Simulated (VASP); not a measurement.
# Ti3C in VASP: single point with PBE

Aim: the single point of Ti3C with PBE.

Everything below comes from runs of VASP 6.6.1. Logs are shortened: lines on timing, memory, paths and dates and some standing lists are left out, and cuts for length are marked.

### 1 The cell of the first run

The cell holds a slab with vacuum, 4 atoms: a = 2.819 Å, b = 2.819 Å, c = 19.826 Å, α = 90.00°, β = 90.00°, γ = 109.47°.

### 2 Single point, PBE

File INCAR:

```
PREC = Accurate
ENCUT = 520
EDIFF = 1E-6
ISMEAR = 0
SIGMA = 0.1
LREAL = F
LASPH = T
NELM = 80
ALGO = Normal
ISIF = 2
LWAVE = F
LCHARG = F
LDIPOL = T
IDIPOL = 3
DIPOL = 0.5 0.5 0.354
GGA = PE
NBANDS = 28
```

File KPOINTS:

```
regular mesh
0
Gamma
  10 10 1
```

File POSCAR:

```
Ti3C
1.0
    2.8192036111      0.0000000000      0.0000000000
   -0.9397345370      2.6579706546      0.0000000000
    0.0000000000      0.0000000000     19.8263803360
Ti C
3 1
Direct
    0.5000000000      0.5000000000      0.2017514005
    0.0000000000      0.0000000000      0.3111715305
    0.5000000000      0.5000000000      0.4199647235
    0.5000000000      1.0000000000      0.4839408038
```

Potentials or basis: VASP PAW PBE potentials, release 64 (Ti_sv, C).

The run is started by

```
$ cat potpaw_PBE.64/Ti_sv/POTCAR potpaw_PBE.64/C/POTCAR > POTCAR
$ mpirun -np 1 vasp_std > vasp.out
```

OUTCAR:

```text
PREC = Accurate
   ENCUT = 520
   EDIFF = 1E-6
   ISMEAR = 0
   LREAL = F
   LASPH = T
   NELM = 80
   ISIF = 2
   GGA = PE

 ion  position               nearest neighbor table
   1  0.500  0.500  0.202-   2 2.71   2 2.71
   2  0.000  0.000  0.311-   3 2.70   3 2.70   1 2.71   1 2.71
   3  0.500  0.500  0.420-   4 1.90   4 1.90   2 2.70   2 2.70
   4  0.500  0.000  0.484-   3 1.90   3 1.90

  LATTYP: Found a base centered orthorhombic cell.
 ALAT       =     3.2553359276
 B/A-ratio  =     1.4142135624
 C/A-ratio  =     6.0904253132

  Lattice vectors:

 A1 = (   2.8192036111,   0.0000000000,   0.0000000000)
 A2 = (  -0.9397345370,   2.6579706546,   0.0000000000)
 A3 = (   0.0000000000,   0.0000000000,  19.8263803360)

Analysis of symmetry for initial positions (statically):
=====================================================================
 Subroutine PRICEL returns:
 Original cell was already a primitive cell.

 Routine SETGRP: Setting up the symmetry group for a
 base centered orthorhombic supercell.

 Subroutine GETGRP returns: Found  2 space group operations
 (whereof  2 operations were pure point group operations)
 out of a pool of  8 trial point group operations.

The static configuration has the point symmetry C_2 .

Analysis of symmetry for dynamics (positions and initial velocities):
=====================================================================
 Subroutine PRICEL returns:
 Original cell was already a primitive cell.

 Routine SETGRP: Setting up the symmetry group for a
 base centered orthorhombic supercell.

 Subroutine GETGRP returns: Found  2 space group operations
 (whereof  2 operations were pure point group operations)
 out of a pool of  8 trial point group operations.

The dynamic configuration has the point symmetry C_2 .

 Subroutine INISYM returns: Found  2 space group operations
 (whereof  2 operations are pure point group operations),
 and found     1 'primitive' translations

----------------------------------------------------------------------------------------

                                     Primitive cell

  volume of cell :     148.5662

  direct lattice vectors                    reciprocal lattice vectors
     2.819203611  0.000000000  0.000000000     0.354710102  0.125408959  0.000000000
    -0.939734537  2.657970655  0.000000000     0.000000000  0.376226878  0.000000000
     0.000000000  0.000000000 19.826380336     0.000000000  0.000000000  0.050437850

  length of vectors
     2.819203611  2.819203611 19.826380336     0.376226878  0.376226878  0.050437850

  position of ions in fractional coordinates (direct lattice)
     0.500000000  0.500000000  0.201751401
     0.000000000  0.000000000  0.311171530
     0.500000000  0.500000000  0.419964724
     0.500000000  0.000000000  0.483940804

  ion indices of the primitive-cell ions
   primitive index   ion index
                 1           1
                 2           2
                 3           3
                 4           4

----------------------------------------------------------------------------------------

 KPOINTS: regular mesh

Automatic generation of k-mesh.
 Grid dimensions read from file:
 generate k-points for:   10   10    1

 Generating k-lattice:

  Cartesian coordinates                     Fractional coordinates (reciprocal lattice)
     0.035471010  0.012540896  0.000000000     0.100000000  0.000000000  0.000000000
     0.000000000  0.037622688  0.000000000     0.000000000  0.100000000  0.000000000
     0.000000000  0.000000000  0.050437850     0.000000000  0.000000000  1.000000000

  Length of vectors
     0.037622688  0.037622688  0.050437850

  Shift w.r.t. Gamma in fractional coordinates (k-lattice)
     0.000000000  0.000000000  0.000000000

 Subroutine IBZKPT returns following result:
 ===========================================

 Found     52 irreducible k-points:

 Following reciprocal coordinates:
            Coordinates               Weight
  0.000000  0.000000  0.000000      1.000000
  0.100000 -0.000000  0.000000      2.000000
  0.000000  0.100000  0.000000      2.000000
  0.200000 -0.000000  0.000000      2.000000
  0.000000  0.200000  0.000000      2.000000
  0.300000  0.000000  0.000000      2.000000
[... 16 lines left out ...]
 -0.300000  0.100000  0.000000      2.000000
  0.100000 -0.300000  0.000000      2.000000
 [... further k-points ...]
   k-points           NKPTS =     52   k-points in BZ     NKDIM =     52   number of bands    NBANDS=     28
   number of dos      NEDOS =    301   number of ions     NIONS =      4
   total plane-waves  NPLWV =  86400
   dimension x,y,z NGX =    24 NGY =   24 NGZ =  150
   dimension x,y,z NGXF=    48 NGYF=   48 NGZF=  300
   ions per type =               3   1
   NGX,Y,Z   is equivalent  to a cutoff of  14.15, 14.15, 12.58 a.u.
   NGXF,Y,Z  is equivalent  to a cutoff of  28.31, 28.31, 25.16 a.u.
 SYSTEM =  unknown system
   PREC   = accura    normal or accurate (medium, high low for compatibility)
   ISTART =      0    job   : 0-new  1-cont  2-samecut
   ICHARG =      2    charge: 1-file 2-atom 10-const
   ISPIN  =      1    spin polarized calculation?
   LNONCOLLINEAR =      F non collinear calculations
   LSORBIT =      F    spin-orbit coupling
   LASPH  =      T    aspherical Exc in radial PAW
   ENCUT  =  520.0 eV  38.22 Ry    6.18 a.u.   5.24  5.24 36.86*2*pi/ulx,y,z
   NELM   =     80;   NELMIN=  2; NELMDL= -5     # of ELM steps
   EDIFF  = 0.1E-05   stopping-criterion for ELM
   LREAL  =      F    real-space projection
   EDIFFG = 0.1E-04   stopping-criterion for IOM
   NSW    =      0    number of steps for IOM
   IBRION =     -1    ionic relax: 0-MD 1-quasi-New 2-CG
   NFREE  =      0    steps in history (QN), initial steepest desc. (CG)
   ISIF   =      2    stress and relaxation
   ISYM   =      2    0-nonsym 1-usesym 2-fastsym
   POTIM  = 0.5000    time-step for ionic-motion
   TEBEG  =    0.0;   TEEND  =   0.0 temperature during run
   PSTRESS=    0.0 pullay stress
   NELECT =      40.0000    total number of electrons
   NUPDOWN=      -1.0000    fix difference up-down
   EMIN   =  10.00;   EMAX   =-10.00  energy-range for DOS
   EFERMI =   0.00;   METHOD = LEGACY
   ISMEAR =     0;   SIGMA  =   0.10  broadening in eV -4-tet -1-fermi 0-gaus
   EFERMI_NEDOS =   21; number of points for ismear=-14 and -15
   IALGO  =     38    algorithm
   IMIX   =      4    mixing-type and parameters
     AMIX     =   0.40;   BMIX     =  1.00
     AMIX_MAG =   1.60;   BMIX_MAG =  1.00
  volume/ion in A,a.u.               =      37.14       250.64
  Fermi-wavevector in a.u.,A,eV,Ry     =   1.057113  1.997654 15.204350  1.117488
  Thomas-Fermi vector in A             =   2.192374
   LORBIT       =      0    0 simple, 1 ext, 2 COOP (PROOUT), +10 PAW based schemes
   GGA     = PE    functional components
   LHFCALC =     F    Hartree Fock is set to
   AEXX    =    0.0000 exact exchange contribution
   IVDW    =     0    specifies the selected vdW correction
   LEPSILON=     F    determine dielectric tensor
   LRPA    =     F    only Hartree local field effects (RPA)
 non-spin polarized calculation
 Gauss-broadening in eV      SIGMA  =   0.10
  energy-cutoff  :      520.00
  volume of cell :      148.57
 maximum number of plane-waves:      4027
 NGX is ok and might be reduce to    24
   NGX = 11   NGY = 11   NGZ = 73

 dipolmoment           0.000000      0.000000     -0.000169 electrons x Angstroem

 number of electron      39.9999993 magnetization

 dipolmoment           0.000000      0.000000      0.086259 electrons x Angstroem

 Free energy of the ion-electron system (eV)
  ---------------------------------------------------
  ext. energy  EPLUGINS =         0.00000000
  ---------------------------------------------------
  free energy    TOTEN  =       -28.17157745 eV

  energy without entropy =      -28.13332314  energy(sigma->0) =      -28.15245029

 E-fermi :  -0.1658     XC(G=0):  -5.3896

 val. band max:       -0.1910179997   @ k =   0.1000   0.3000   0.0000
 cond. band min:      -0.1603463512   @ k =  -0.3000   0.2000   0.0000
 fundamental gap:      0.0306716485
 Fermi energy:        -0.1657945667

 k-point     1 :       0.0000    0.0000    0.0000
  band No.  band energies     occupation
      1     -56.7891      2.00000
      2     -56.4601      2.00000
      3     -55.9162      2.00000
      4     -33.2102      2.00000
      5     -32.8097      2.00000
      6     -32.7400      2.00000
[... 20 lines left out ...]
     27       2.4642      0.00000
     28       2.5459      0.00000

 k-point     2 :       0.1000   -0.0000    0.0000
  band No.  band energies     occupation
      1     -56.7819      2.00000
      2     -56.4539      2.00000
      3     -55.9100      2.00000
      4     -33.1986      2.00000
      5     -32.8634      2.00000
      6     -32.7253      2.00000
[... 20 lines left out ...]
     27       2.3258      0.00000
     28       2.6243      0.00000

 k-point     3 :       0.0000    0.1000    0.0000
  band No.  band energies     occupation
      1     -56.7820      2.00000
      2     -56.4539      2.00000
      3     -55.9093      2.00000
      4     -33.1984      2.00000
      5     -32.8529      2.00000
      6     -32.7297      2.00000
[... 20 lines left out ...]
     27       2.3599      0.00000
     28       2.4939      0.00000

 k-point     4 :       0.2000   -0.0000    0.0000
  band No.  band energies     occupation
      1     -56.7631      2.00000
      2     -56.4375      2.00000
      3     -55.8938      2.00000
      4     -33.1716      2.00000
      5     -32.9831      2.00000
      6     -32.7677      2.00000
[... 20 lines left out ...]
     27       2.4516      0.00000
     28       2.6958      0.00000

 k-point     5 :       0.0000    0.2000    0.0000
  band No.  band energies     occupation
      1     -56.7631      2.00000
      2     -56.4375      2.00000
      3     -55.8911      2.00000
      4     -33.1708      2.00000
      5     -32.9613      2.00000
      6     -32.7754      2.00000
[... 20 lines left out ...]
     27       2.3579      0.00000
     28       2.6376      0.00000

 k-point     6 :       0.3000    0.0000    0.0000
  band No.  band energies     occupation
      1     -56.7396      2.00000
      2     -56.4172      2.00000
      3     -55.8736      2.00000
      4     -33.1665      2.00000
      5     -33.1131      2.00000
      6     -32.8240      2.00000
[... 463 lines left out ...]
      5     -33.1291      2.00000
      6     -32.8839      2.00000
[... 20 lines left out ...]
     27       3.0600      0.00000
     28       3.3619      0.00000

 k-point    22 :       0.1000   -0.4000    0.0000
  band No.  band energies     occupation
      1     -56.7191      2.00000
      2     -56.3974      2.00000
      3     -55.8465      2.00000
      4     -33.2075      2.00000
      5     -33.1292      2.00000
      6     -32.8919      2.00000
[... 20 lines left out ...]
     27       2.7465      0.00000
     28       3.0126      0.00000

 k-point    23 :      -0.3000    0.1000    0.0000
  band No.  band energies     occupation
      1     -56.7390      2.00000
      2     -56.4144      2.00000
      3     -55.8696      2.00000
      4     -33.1555      2.00000
      5     -33.0861      2.00000
      6     -32.8303      2.00000
[... 20 lines left out ...]
     27       2.5673      0.00000
     28       2.7802      0.00000

 k-point    24 :       0.1000   -0.3000    0.0000
  band No.  band energies     occupation
      1     -56.7390      2.00000
      2     -56.4144      2.00000
      3     -55.8653      2.00000
      4     -33.1501      2.00000
      5     -33.0617      2.00000
      6     -32.8454      2.00000
[... 20 lines left out ...]
     27       2.5270      0.00000
     28       2.6943      0.00000

 [... further k-points ...]

------------------------ aborting loop because EDIFF is reached ----------------------------------------

 vacuum level on the upper side and lower side of the slab       (xc-potential included)         0.837        -1.240

  FORCE on cell =-STRESS in cart. coord.  units (eV):
  Direction    XX          YY          ZZ          XY          YZ          ZX
  --------------------------------------------------------------------------------------
  -------------------------------------------------------------------------------------
  Total        1.3241002      4.6591199      1.7830991     -1.9102625      0.0000000      0.0000000
  in kB       14.2794466     50.2451811     19.2294125    -20.6007757      0.0000000      0.0000000
  external PRESSURE =      27.9180134 kB  Pullay stress =       0.0000000 kB

 VOLUME and BASIS-vectors are now :
 -----------------------------------------------------------------------------
  energy-cutoff  :      520.00
  volume of cell :      148.57
      direct lattice vectors                 reciprocal lattice vectors
     2.819203611  0.000000000  0.000000000     0.354710102  0.125408959  0.000000000
    -0.939734537  2.657970655  0.000000000     0.000000000  0.376226878  0.000000000
     0.000000000  0.000000000 19.826380336     0.000000000  0.000000000  0.050437850

 POSITION                                       TOTAL-FORCE (eV/Angst)
 -----------------------------------------------------------------------------------
      0.93973      1.32899      4.00000        -0.000000      0.000000      0.217140
      0.00000      0.00000      6.16941        -0.000000      0.000000     -1.243837
      0.93973      1.32899      8.32638         0.000000      0.000000      0.981686
      1.40960      0.00000      9.59479         0.000000      0.000000      0.045012
 -----------------------------------------------------------------------------------
    total drift:                                0.000000      0.000000      0.000116

  FREE ENERGIE OF THE ION-ELECTRON SYSTEM (eV)
  ---------------------------------------------------
  free  energy   TOTEN  =       -28.1715774455 eV

  energy  without entropy=      -28.1333231386  energy(sigma->0) =      -28.15245029

 vacuum level on the upper side and lower side of the slab         6.020         3.879
```

Run time: 3.2 min. Hardware: 1 thread of Intel Xeon 6975P-C (Granite Rapids), shared host; peak memory 0.37 GiB.

What came out:

```
Free energy            : -28.1716 eV
Largest force          : 1.244 eV/Å
Band gap on the k mesh : zero (band 20 reaches 0.04 eV, above the bottom of band 21 at -0.34 eV)
```

Forces in eV/Å, atoms in the order of the input:
```
Ti   0.000  0.000  0.217
Ti   0.000  0.000 -1.244
Ti   0.000  0.000  0.982
C    0.000  0.000  0.045
```

Levels at points of the mesh, in eV from the Fermi level:
| k point | band 16 | band 17 | band 18 | band 19 | band 20 | band 21 | band 22 | band 23 | band 24 | band 25 |
| --- | --- | --- | --- | --- | --- | --- | --- | --- | --- | --- |
| (0.00, 0.00, 0.00) | -2.86 | -0.84 | -0.43 | -0.20 | 0.03 | 0.70 | 1.13 | 1.14 | 1.35 | 1.83 |
| (0.50, 0.00, 0.00) | -2.19 | -1.80 | -0.77 | -0.50 | -0.18 | 0.04 | 0.21 | 1.11 | 2.44 | 2.56 |
| (0.00, 0.50, 0.00) | -1.88 | -1.23 | -0.36 | -0.35 | -0.11 | 0.10 | 0.37 | 1.16 | 2.53 | 2.64 |
| (0.50, 0.50, 0.00) | -1.86 | -1.77 | -1.12 | -0.51 | -0.16 | 0.59 | 1.51 | 1.78 | 1.87 | 2.33 |
